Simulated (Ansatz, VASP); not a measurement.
**W in VASP and in Ansatz**

The input INCAR:

```
PREC     = Accurate       # precision mode
ENCUT    = 500            # plane-wave cutoff, eV
EDIFF    = 1E-6           # SCF threshold, eV
ISMEAR   = 0              # smearing method
SIGMA    = 0.15           # smearing width, eV
LREAL    = F              # projectors in reciprocal space
LASPH    = T              # aspherical terms in the spheres
NELM     = 120            # most SCF steps
ALGO     = Normal         # electronic algorithm
ISIF     = 2              # what is computed and relaxed
LWAVE    = F              # write WAVECAR
LCHARG   = T              # write CHGCAR
LELF     = T              # ELF
LVHAR    = T            
NBANDS   = 21             # bands
GGA_COMPAT= F
```

The input KPOINTS:

```
Automatic mesh
0
Gamma
  16 16 12
```

Contents of POSCAR:

```
W
1.0
    0.0000000000     -1.9864787844     -1.9864787844
    0.0000000000      1.9864787844     -1.9864787844
    3.9729575688      0.0000000000      0.0000000000
W
2
Direct
    0.5000000000      0.5000000000      0.4931537150
    0.0000000000      0.0000000000      0.0068462850
```

Input for Ansatz:

```yaml
crystal:
  lattice:
    - [0.0, -1.9864787844, -1.9864787844]
    - [0.0, 1.9864787844, -1.9864787844]
    - [3.9729575688, 0.0, 0.0]
  atoms:
    - { symbol: W, position: [0.5, 0.5, 0.493153715] }
    - { symbol: W, position: [0.0, 0.0, 0.006846285] }
basis:
  ecutwfc: 420
kpoints:
  mp_grid: { grid: [16, 16, 12] }
hamiltonian:
  xc: lda
  pseudopotentials: { kind: paw, azcp: { folder: soft_1 } }
scf:
  occupations: { method: gaussian, width: 0.15 }
output:
  forces: true
  stress: true
  eigenvalues: true
```

Change from the starting cell: mode 4 frozen in at +0.000 Å and mode 6 at -0.027 Å (largest displacements).

Alike in both runs: task single point; functional LDA; k mesh 16 × 16 × 12; occupations gaussian, width 0.15 eV; no spin polarisation.

```csv
,VASP,Ansatz
version,VASP 6.6.1,Ansatz 0.2.0
potentials or method,"VASP PAW LDA potentials, release 64 (W_sv), cutoff 500 eV","scalar-relativistic, plane waves, PAW"
valence electrons in the cell,28,28
```

|  | VASP | Ansatz | Ansatz less VASP |
| --- | --- | --- | --- |
| gap on the k mesh at the Fermi level (eV) | none | none | - |
| pressure (GPa) | 2.1 | 0.3 | -1.72 |
| traceless stress, the component that is largest in VASP (GPa) | -1.05 | -1.03 | +0.012 |
| rms of the force components (eV/Å) | 0.511 | 0.501 | -0.0096 |

Ansatz warns that its potentials were made for another functional, while VASP's fit it. LDA's correlation is that of Perdew and Zunger in VASP and of Perdew and Wang (1992) in Ansatz. Atom by atom the forces differ by 0.010 eV/Å (rms over components). A gap of «none» marks a metal or a gap that the smearing closes.

Neither program's run includes spin-orbit coupling.
